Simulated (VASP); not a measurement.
# ErC4 (P6/mmm) in VASP: notebook

Runs on ErC4. Level: PBE. Tasks: single point, relaxation of cell and atoms.

Everything below comes from runs of VASP 6.6.1. Logs are shortened: lines on timing, memory, paths and dates and some standing lists are left out, and cuts for length are marked.

### 1 The cell of the first run

It takes space group P6/mmm (No. 191, hexagonal). The conventional cell has a = 3.882 Å, b = 3.882 Å, c = 4.403 Å, α = 90.00°, β = 90.00°, γ = 120.00°. Within 3.0 Å of Er (site symmetry 6/mmm) lie 14 C at 2.20 to 2.93 Å. C (site symmetry mmm) has 6 C at 1.94 Å within 2.6 Å. Within 2.6 Å of C (site symmetry 6/mmm) lie 6 C at 1.94 Å and 2 Er at 2.20 Å.

The cell was generated, and may not be a known phase.

### 2 Single point, PBE

INCAR

```
SYSTEM = ErC4
  ALGO = Normal
  EDIFF = 1E-6
  ENCUT = 600
  GGA = PE
  GGA_COMPAT = .FALSE.
  ISIF = 2
  ISMEAR = 0
  LASPH = .TRUE.
  LCHARG = .TRUE.
  LELF = .TRUE.
  LMAXMIX = 6
  LREAL = .FALSE.
  LVHAR = .TRUE.
  LWAVE = .FALSE.
  NBANDS = 20
  NELM = 200
  PREC = Accurate
  SIGMA = 0.1
```

KPOINTS

```
k-points
0
G
  6 6 2
  0 0 0
```

POSCAR

```
ErC4
1.0
    3.8815275632      0.0000000000      0.0000000000
   -1.9407637816      3.3615014752      0.0000000000
    0.0000000000      0.0000000000      4.4030053182
Er C
1 4
Direct
    0.0000000000      0.0000000000      0.0000000000
    0.5000000000      0.0000000000      0.5000000000
    0.0000000000      0.5000000000      0.5000000000
    0.5000000000      0.5000000000      0.5000000000
    0.0000000000      0.0000000000      0.5000000000
```

Potentials or basis: VASP PAW PBE potentials, release 64 (Er_3, C), 4f in core.

Command:

```bash
cat potpaw_PBE.64/Er_3/POTCAR potpaw_PBE.64/C/POTCAR > POTCAR
mpirun -np 1 vasp_std > vasp.out
```

OUTCAR:

```text
SYSTEM = ErC4
   EDIFF = 1E-6
   ENCUT = 600
   GGA = PE
   ISIF = 2
   ISMEAR = 0
   LASPH = .TRUE.
   LREAL = .FALSE.
   NELM = 200
   PREC = Accurate

 ion  position               nearest neighbor table
   1  0.000  0.000  0.000-   5 2.20   5 2.20   3 2.93   3 2.93   4 2.93   4 2.93   3 2.93   3 2.93
                             4 2.93   4 2.93   2 2.93   2 2.93   2 2.93   2 2.93
   2  0.500  0.000  0.500-   3 1.94   4 1.94   4 1.94   3 1.94   5 1.94   5 1.94   1 2.93   1 2.93
                             1 2.93   1 2.93
   3  0.000  0.500  0.500-   2 1.94   5 1.94   5 1.94   2 1.94   4 1.94   4 1.94   1 2.93   1 2.93
                             1 2.93   1 2.93
   4  0.500  0.500  0.500-   2 1.94   5 1.94   2 1.94   5 1.94   3 1.94   3 1.94   1 2.93   1 2.93
                             1 2.93   1 2.93
   5  0.000  0.000  0.500-   3 1.94   4 1.94   3 1.94   4 1.94   2 1.94   2 1.94   1 2.20   1 2.20

  LATTYP: Found a hexagonal cell.
 ALAT       =     3.8815275632
 C/A-ratio  =     1.1343485900

  Lattice vectors:

 A1 = (   3.8815275632,   0.0000000000,   0.0000000000)
 A2 = (  -1.9407637816,   3.3615014752,   0.0000000000)
 A3 = (   0.0000000000,   0.0000000000,   4.4030053182)

Analysis of symmetry for initial positions (statically):
=====================================================================
 Subroutine PRICEL returns:
 Original cell was already a primitive cell.

 Routine SETGRP: Setting up the symmetry group for a
 hexagonal supercell.

 Subroutine GETGRP returns: Found 24 space group operations
 (whereof 24 operations were pure point group operations)
 out of a pool of 24 trial point group operations.

The static configuration has the point symmetry D_6h.

Analysis of symmetry for dynamics (positions and initial velocities):
=====================================================================
 Subroutine PRICEL returns:
 Original cell was already a primitive cell.

 Routine SETGRP: Setting up the symmetry group for a
 hexagonal supercell.

 Subroutine GETGRP returns: Found 24 space group operations
 (whereof 24 operations were pure point group operations)
 out of a pool of 24 trial point group operations.

The dynamic configuration has the point symmetry D_6h.

 Subroutine INISYM returns: Found 24 space group operations
 (whereof 24 operations are pure point group operations),
 and found     1 'primitive' translations

----------------------------------------------------------------------------------------

                                     Primitive cell
[... 82 lines left out ...]
   LSORBIT =      F    spin-orbit coupling
   LASPH  =      T    aspherical Exc in radial PAW
   ENCUT  =  600.0 eV  44.10 Ry    6.64 a.u.   7.75  7.75  8.79*2*pi/ulx,y,z
   NELM   =    200;   NELMIN=  2; NELMDL= -5     # of ELM steps
   EDIFF  = 0.1E-05   stopping-criterion for ELM
   LREAL  =      F    real-space projection
[... 7 lines left out ...]
   TEBEG  =    0.0;   TEEND  =   0.0 temperature during run
   PSTRESS=    0.0 pullay stress
   NELECT =      25.0000    total number of electrons
   NUPDOWN=      -1.0000    fix difference up-down
   EMIN   =  10.00;   EMAX   =-10.00  energy-range for DOS
   EFERMI =   0.00;   METHOD = LEGACY
   ISMEAR =     0;   SIGMA  =   0.10  broadening in eV -4-tet -1-fermi 0-gaus
   EFERMI_NEDOS =   21; number of points for ismear=-14 and -15
   IALGO  =     38    algorithm
   IMIX   =      4    mixing-type and parameters
     AMIX     =   0.40;   BMIX     =  1.00
     AMIX_MAG =   1.60;   BMIX_MAG =  1.00
  volume/ion in A,a.u.               =      11.49        77.54
  Fermi-wavevector in a.u.,A,eV,Ry     =   1.240585  2.344365 20.940053  1.539051
  Thomas-Fermi vector in A             =   2.375019
   LORBIT       =      0    0 simple, 1 ext, 2 COOP (PROOUT), +10 PAW based schemes
   GGA     = PE    functional components
   LHFCALC =     F    Hartree Fock is set to
   AEXX    =    0.0000 exact exchange contribution
   IVDW    =     0    specifies the selected vdW correction
   LEPSILON=     F    determine dielectric tensor
   LRPA    =     F    only Hartree local field effects (RPA)
 non-spin polarized calculation
 Gauss-broadening in eV      SIGMA  =   0.10
  energy-cutoff  :      600.00
  volume of cell :       57.45
 maximum number of plane-waves:      1944
 NGX is ok and might be reduce to    32
   NGX = 15   NGY = 15   NGZ = 17

 number of electron      25.0000000 magnetization

 Free energy of the ion-electron system (eV)
  ---------------------------------------------------
  ext. energy  EPLUGINS =         0.00000000
  ---------------------------------------------------
  free energy    TOTEN  =       -27.85002430 eV

  energy without entropy =      -27.83254314  energy(sigma->0) =      -27.84128372

 E-fermi :   5.5197     XC(G=0): -11.1489

 val. band max:        5.4799484028   @ k =   0.5000   0.0000   0.5000
 cond. band min:       5.6419683175   @ k =   0.5000   0.0000   0.0000
 fundamental gap:      0.1620199147
 Fermi energy:         5.5196576739

 k-point     1 :       0.0000    0.0000    0.0000
  band No.  band energies     occupation
      1     -19.2641      2.00000
      2     -19.2112      2.00000
      3     -19.2112      2.00000
      4     -12.1485      2.00000
      5      -2.5815      2.00000
      6      -2.5815      2.00000
[... 311 lines left out ...]
     19       9.7194      0.00000
     20       9.7196      0.00000

------------------------ aborting loop because EDIFF is reached ----------------------------------------

  FORCE on cell =-STRESS in cart. coord.  units (eV):
  Direction    XX          YY          ZZ          XY          YZ          ZX
  --------------------------------------------------------------------------------------
  -------------------------------------------------------------------------------------
  Total       -0.0220356     -0.0220356      0.4697965      0.0000000     -0.0000000      0.0000000
  in kB       -0.6145398     -0.6145398     13.1019269      0.0000000     -0.0000000      0.0000000
  external PRESSURE =       3.9576157 kB  Pullay stress =       0.0000000 kB

 VOLUME and BASIS-vectors are now :
 -----------------------------------------------------------------------------
  energy-cutoff  :      600.00
  volume of cell :       57.45
      direct lattice vectors                 reciprocal lattice vectors
     3.881527563  0.000000000  0.000000000     0.257630529  0.148743055  0.000000000
    -1.940763782  3.361501475  0.000000000     0.000000000  0.297486111  0.000000000
     0.000000000  0.000000000  4.403005318     0.000000000  0.000000000  0.227117600

 POSITION                                       TOTAL-FORCE (eV/Angst)
 -----------------------------------------------------------------------------------
      0.00000      0.00000      0.00000         0.000000      0.000000      0.000000
      1.94076      0.00000      2.20150        -0.000000      0.000000      0.000000
     -0.97038      1.68075      2.20150        -0.000000      0.000000      0.000000
      0.97038      1.68075      2.20150         0.000000      0.000000      0.000000
      0.00000      0.00000      2.20150         0.000000      0.000000      0.000000
 -----------------------------------------------------------------------------------
    total drift:                                0.000000      0.000000     -0.000000

  FREE ENERGIE OF THE ION-ELECTRON SYSTEM (eV)
  ---------------------------------------------------
  free  energy   TOTEN  =       -27.8500242959 eV

  energy  without entropy=      -27.8325431382  energy(sigma->0) =      -27.84128372
```

OSZICAR:

```text
N       E                     dE             d eps       ncg     rms          rms(c)
DAV:   1     0.104158819905E+03    0.10416E+03   -0.12455E+04   852   0.138E+03
DAV:   2    -0.204780018325E+02   -0.12464E+03   -0.11882E+03   952   0.385E+02
DAV:   3    -0.290783061741E+02   -0.86003E+01   -0.83236E+01   928   0.752E+01
DAV:   4    -0.293246314687E+02   -0.24633E+00   -0.23943E+00   944   0.893E+00
DAV:   5    -0.293309769576E+02   -0.63455E-02   -0.62472E-02   864   0.116E+00    0.292E+01
DAV:   6    -0.279346128325E+02    0.13964E+01   -0.90184E+00  1048   0.159E+01    0.164E+01
DAV:   7    -0.278809426997E+02    0.53670E-01   -0.10620E+00   928   0.518E+00    0.962E+00
DAV:   8    -0.278499145537E+02    0.31028E-01   -0.26061E-01   864   0.261E+00    0.785E-01
DAV:   9    -0.278500093151E+02   -0.94761E-04   -0.13783E-02   888   0.754E-01    0.189E-01
DAV:  10    -0.278500592735E+02   -0.49958E-04   -0.16349E-03   968   0.218E-01    0.840E-02
DAV:  11    -0.278500221594E+02    0.37114E-04   -0.35558E-04   856   0.886E-02    0.139E-02
DAV:  12    -0.278500241425E+02   -0.19831E-05   -0.22104E-05   872   0.328E-02    0.537E-03
DAV:  13    -0.278500242959E+02   -0.15335E-06   -0.16135E-06   568   0.763E-03
   1 F= -.27850024E+02 E0= -.27841284E+02  d E =-.174812E-01
```

Run time: 17 s. Hardware: 1 thread of Intel Xeon Platinum 8488C (Sapphire Rapids), shared host; peak memory 0.19 GiB.

What came out:

```
Free energy            : -27.8500 eV
Pressure               : 0.4 GPa
Band gap on the k mesh : zero (an odd number of electrons rules out a gap without spin polarisation)
```

Stress tensor (GPa, compression positive):
```
-0.06  0.00  0.00
 0.00 -0.06  0.00
 0.00  0.00  1.31
```

Caveat: the k points lie up to 0.71 Å⁻¹ apart, too coarse for converged energies and pressures of a metal; spin-orbit coupling is left out, which moves the levels of the heavy elements; the 4f electrons are frozen in the core, so they carry no moment and show no levels; an odd number of electrons without spin polarisation forces a metal; a magnetic or distorted state may lie lower. Spin polarisation is off, so any magnetic state and its effect on volume and gap are missing.

### 3 Single point, PBE

This run uses another cell than the first one, of 16.08 Å³/atom.

INCAR

```
PREC = Accurate
ENCUT = 600
EDIFF = 1E-6
ISMEAR = 0
SIGMA = 0.1
LREAL = F
LASPH = T
NELM = 200
ALGO = Normal
ISIF = 2
LWAVE = F
LCHARG = F
GGA = PE
NBANDS = 20
GGA_COMPAT = F
LMAXMIX = 6
```

KPOINTS

```
regular mesh
0
Gamma
  6 6 2
```

Edit POSCAR of step 2 so:

```diff
@@ -2,5 +2,5 @@
 1.0
-    3.8815275632      0.0000000000      0.0000000000
-   -1.9407637816      3.3615014752      0.0000000000
-    0.0000000000      0.0000000000      4.4030053182
+    3.3080921400      0.0000000000      0.0000000000
+   -1.6540460700      2.8648918300      0.0000000000
+    0.0000000000      0.0000000000      8.4819803500
 Er C
```

Potentials or basis: VASP PAW PBE potentials, release 64 (Er_3, C), 4f in core.

Command:

```bash
cat potpaw_PBE.64/Er_3/POTCAR potpaw_PBE.64/C/POTCAR > POTCAR
mpirun -np 1 vasp_std > vasp.out
```

Run time: 44 s. Hardware: 1 thread of Intel Xeon Platinum 8488C (Sapphire Rapids), shared host; peak memory 0.23 GiB.

The run converged. Its results:

```
Free energy            : -23.8674 eV
Pressure               : 7.2 GPa
Band gap on the k mesh : zero (an odd number of electrons rules out a gap without spin polarisation)
```

Stress tensor (GPa, compression positive):
```
11.56  0.00  0.00
 0.00 11.56  0.00
 0.00  0.00 -1.60
```

Levels at points of the mesh, in eV from the Fermi level:
| k point | band 9 | band 10 | band 11 | band 12 | band 13 | band 14 | band 15 | band 16 | band 17 | band 18 |
| --- | --- | --- | --- | --- | --- | --- | --- | --- | --- | --- |
| (0.00, 0.00, 0.00) | -4.72 | -4.71 | -4.71 | -4.42 | 0.05 | 0.77 | 2.02 | 2.02 | 2.51 | 2.53 |
| (0.50, 0.00, 0.00) | -5.61 | -1.80 | -0.28 | -0.05 | -0.05 | 1.53 | 1.54 | 1.82 | 2.08 | 3.60 |
| (0.00, 0.00, 0.50) | -4.72 | -4.71 | -4.71 | -4.34 | -0.02 | 0.56 | 2.02 | 2.02 | 2.52 | 2.54 |
| (0.50, 0.00, 0.50) | -5.60 | -1.78 | -0.38 | -0.05 | -0.05 | 1.52 | 1.54 | 2.00 | 2.38 | 3.55 |

Caveat: the k points lie up to 0.37 Å⁻¹ apart, too coarse for converged energies and pressures of a metal; spin-orbit coupling is left out, which moves the levels of the heavy elements; the 4f electrons are frozen in the core, so they carry no moment and show no levels; an odd number of electrons without spin polarisation forces a metal; a magnetic or distorted state may lie lower. Spin polarisation is off, so any magnetic state and its effect on volume and gap are missing.

### 4 Single point, PBE

This run uses another cell than the first one, of 11.54 Å³/atom.

INCAR

```
  ALGO = Normal
  EDIFF = 1E-6
  ENCUT = 600
  GGA = PE
  GGA_COMPAT = F
  ISIF = 2
  ISMEAR = 0
  LASPH = T
  LCHARG = T
  LELF = T
  LMAXMIX = 6
  LREAL = F
  LVHAR = T
  LWAVE = F
  NBANDS = 20
  NELM = 200
  PREC = Accurate
  SIGMA = 0.1
```

KPOINTS

```
k-points
0
Gamma
  6 6 4
```

Edit POSCAR of step 3 so:

```diff
@@ -2,5 +2,5 @@
 1.0
-    3.3080921400      0.0000000000      0.0000000000
-   -1.6540460700      2.8648918300      0.0000000000
-    0.0000000000      0.0000000000      8.4819803500
+    3.8600100430      0.0000000000      0.0000000000
+   -1.9300050215      3.3428667561      0.0000000000
+    0.0000000000      0.0000000000      4.4703813915
 Er C
```

Command:

```bash
cat potpaw_PBE.64/Er_3/POTCAR potpaw_PBE.64/C/POTCAR > POTCAR
mpirun -np 1 vasp_std > vasp.out
```

It took 24 s on 1 thread of Intel Xeon Platinum 8488C (Sapphire Rapids), shared host; peak memory 0.2 GiB.

Results (log left out):

```yaml
Free_energy: -27.7799 eV
Pressure: 0.1 GPa
Band_gap_on_the_k_mesh: zero (an odd number of electrons rules out a gap without spin polarisation)
```

Stress tensor (GPa, compression positive):
```
-0.45  0.00  0.00
 0.00 -0.45  0.00
 0.00  0.00  1.24
```

Levels at points of the mesh, in eV from the Fermi level:
| k point | band 8 | band 9 | band 10 | band 11 | band 12 | band 13 | band 14 | band 15 | band 16 | band 17 |
| --- | --- | --- | --- | --- | --- | --- | --- | --- | --- | --- |
| (0.00, 0.00, 0.00) | -7.00 | -6.26 | -6.26 | -6.02 | -1.69 | 1.22 | 1.22 | 1.49 | 2.73 | 2.73 |
| (0.50, 0.00, 0.00) | -4.71 | -3.11 | -0.97 | -0.39 | -0.14 | 0.03 | 0.23 | 0.48 | 1.01 | 2.51 |
| (0.00, 0.00, 0.50) | -7.97 | -6.11 | -6.11 | -5.93 | -2.63 | -0.31 | -0.31 | 2.63 | 4.68 | 4.68 |
| (0.50, 0.00, 0.50) | -5.50 | -4.37 | -2.16 | -0.13 | -0.08 | -0.05 | 0.18 | 0.51 | 3.40 | 3.73 |

Caveat: spin-orbit coupling is left out, which moves the levels of the heavy elements; the 4f electrons are frozen in the core, so they carry no moment and show no levels; an odd number of electrons without spin polarisation forces a metal; a magnetic or distorted state may lie lower. Spin polarisation is off, so any magnetic state and its effect on volume and gap are missing.

### 5 Relaxation of cell and atoms, PBE

This run uses another cell than the first one, of 16.08 Å³/atom.

INCAR

```
SYSTEM = ErC4
PREC     = Accurate       ! precision mode
ENCUT    = 600            ! plane-wave cutoff, eV
EDIFF    = 1E-7           ! SCF threshold, eV
ISMEAR   = 0              ! smearing method
SIGMA    = 0.1            ! smearing width, eV
LREAL    = .FALSE.        ! projectors in reciprocal space
LASPH    = .TRUE.         ! aspherical terms in the spheres
NELM     = 200            ! most SCF steps
ALGO     = Normal         ! electronic algorithm
ISIF     = 3              ! what is computed and relaxed
LWAVE    = .FALSE.        ! write WAVECAR
LCHARG   = .FALSE.        ! write CHGCAR
GGA      = PE             ! functional
IBRION   = 2              ! ionic algorithm
NSW      = 90             ! ionic steps
EDIFFG   = -0.04          ! ionic threshold
GGA_COMPAT= .FALSE.      
NELMIN   = 4            
LMAXMIX  = 6              ! l up to which the mixer works
```

KPOINTS

```
Automatic mesh
0
G
  6 6 2
  0 0 0
```

Edit POSCAR of step 4 so:

```diff
@@ -2,5 +2,5 @@
 1.0
-    3.8600100430      0.0000000000      0.0000000000
-   -1.9300050215      3.3428667561      0.0000000000
-    0.0000000000      0.0000000000      4.4703813915
+    3.3080921400      0.0000000000      0.0000000000
+   -1.6540460700      2.8648918300      0.0000000000
+    0.0000000000      0.0000000000      8.4819803500
 Er C
```

Command:

```bash
cat potpaw_PBE.64/Er_3/POTCAR potpaw_PBE.64/C/POTCAR > POTCAR
mpirun -np 1 vasp_std > vasp.out
```

Wall time 9.6 min (1 thread of Intel Xeon Platinum 8488C (Sapphire Rapids), shared host); peak memory 0.27 GiB.

It converged, with:

```yaml
Free_energy: -27.8560 eV
Relaxed_volume: 11.36 Å³/atom
Relaxed_cell: a = 3.815 Å, b = 3.815 Å, c = 4.506 Å, α = 90.00°, β = 90.00°, γ = 120.00°
Space_group_after_relaxing_to_0.1_Å: P6/mmm (No. 191)
Pressure_after_relaxing: -0.2 GPa
Band_gap_on_the_k_mesh: zero (an odd number of electrons rules out a gap without spin polarisation)
```

Stress tensor (GPa, compression positive):
```
-0.46  0.00  0.00
 0.00 -0.46  0.00
 0.00  0.00  0.23
```

Final structure:
```
Er C
1.0
     3.81459    0.00000    0.00000
    -1.90730    3.30354    0.00000
     0.00000    0.00000    4.50573
Er C
1 4
Direct
  0.00000 0.00000 0.00000
  0.50000 0.00000 0.50000
  0.00000 0.50000 0.50000
  0.50000 0.50000 0.50000
  0.00000 0.00000 0.50000
```

Levels at points of the mesh, in eV from the Fermi level:
```tsv
k point	band 8	band 9	band 10	band 11	band 12	band 13	band 14	band 15	band 16
(0.00, 0.00, 0.00)	-6.94	-6.27	-6.16	-6.16	-1.77	1.30	1.30	1.40	2.78
(0.50, 0.00, 0.00)	-4.83	-3.31	-0.85	-0.35	0.04	0.06	0.19	0.50	0.93
(0.00, 0.00, 0.50)	-8.15	-6.01	-6.01	-5.94	-2.61	-0.19	-0.19	2.50	4.69
(0.50, 0.00, 0.50)	-5.63	-4.44	-2.11	-0.08	0.09	0.12	0.18	0.58	3.53
```

Caveat: the k points lie up to 0.70 Å⁻¹ apart in the final cell, too coarse for converged energies and pressures of a metal; the volume moved by over 15 % at a fixed basis, so the end points are rough; spin-orbit coupling is left out, which moves the levels of the heavy elements; the 4f electrons are frozen in the core, so they carry no moment and show no levels; an odd number of electrons without spin polarisation forces a metal; a magnetic or distorted state may lie lower. Spin polarisation is off, so any magnetic state and its effect on volume and gap are missing.

(Part 1 of 2 ends here.)

The gap in the log of VASP goes by the Fermi energy; the results here count the filled bands.